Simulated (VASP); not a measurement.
A run of VASP 6.6.1:

POSCAR

```
Co
1.0
    2.4281594355      0.0000000000      0.0000000000
   -1.2140797177      2.1028477556      0.0000000000
    0.0000000000      0.0000000000      3.9183680118
Co
2
Direct
    0.3333333333      0.6666666667      0.2500000000
    0.6666666667      0.3333333333      0.7500000000
```

File INCAR.step1:

```
SYSTEM = Co
PREC = Accurate ; ENCUT = 520
EDIFF = 1E-7 ; ISMEAR = -1
SIGMA = 0.1 ; LREAL = .False.
LASPH = .True. ; NELM = 150
ALGO = Normal ; ISIF = 2
LWAVE = .False. ; LCHARG = .True.
ISPIN = 2 ; MAGMOM = 1.7 1.7
LMAXMIX = 4 ; GGA = CA
NBANDS = 20
```

The input KPOINTS.step1:

```
Automatic mesh
0
Gamma
  18 18 10
  0 0 0
```

The input INCAR.step2:

```
SYSTEM = Co
PREC = Accurate ; ENCUT = 520
EDIFF = 1E-7 ; ISMEAR = -5
SIGMA = 0.1 ; LREAL = .False.
LASPH = .True. ; NELM = 150
ALGO = Normal ; ISIF = 2
LWAVE = .False. ; LCHARG = .False.
ISPIN = 2 ; MAGMOM = 1.7 1.7
LORBIT = 11 ; LMAXMIX = 4
GGA = CA ; NEDOS = 2001
ICHARG = 11
```

The input KPOINTS.step2:

```
Automatic mesh
0
Gamma
  27 27 15
  0 0 0
```

Potentials or basis: VASP PAW LDA potentials, release 64 (Co).

Run with:

```bash
$ cat potpaw_LDA.64/Co/POTCAR > POTCAR
$ cp INCAR.step1 INCAR
$ cp KPOINTS.step1 KPOINTS
$ mpirun -np 1 vasp_std > vasp.out
$ cp INCAR.step2 INCAR
$ cp KPOINTS.step2 KPOINTS
$ mpirun -np 1 vasp_std > vasp.out
```

Hardware: 1 thread of Intel(R) Xeon(R) 6975P-C (Granite Rapids), with other jobs on the host.

**Question.** How long does it take, and how much memory?

**Answer.** It took 2.6 min on 1 thread of Intel(R) Xeon(R) 6975P-C (Granite Rapids) (shared host), peak memory 0.39 GiB. Counts: k points 600.
